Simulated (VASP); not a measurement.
Here is a VASP 6.6.1 calculation.

The input INCAR:

```
  PREC = Accurate
  ENCUT = 520
  EDIFF = 1E-6
  ISMEAR = -1
  SIGMA = 0.08
  LREAL = F
  LASPH = T
  NELM = 80
  ALGO = Normal
  ISIF = 2
  LWAVE = F
  LCHARG = F
  GGA = PE
  NBANDS = 16
```

Contents of KPOINTS:

```
regular mesh
0
Gamma
  11 11 11
```

Contents of POSCAR:

```
CoSi2
1.0
    0.0000000000      2.6797483707      2.6797483707
    2.6797483707      0.0000000000      2.6797483707
    2.6797483707      2.6797483707      0.0000000000
Co Si
1 2
Direct
    0.0000000000      0.0000000000      0.0000000000
    0.2500000000      0.2500000000      0.2500000000
    0.7500000000      0.7500000000      0.7500000000
```

Potentials or basis: VASP PAW PBE potentials, release 64 (Co, Si).

Run with:

```sh
$ cat potpaw_PBE.64/Co/POTCAR potpaw_PBE.64/Si/POTCAR > POTCAR
$ mpirun -np 1 vasp_std > vasp.out
```

(1) Predict the pressure.

Results:

(1) -0.2 GPa.
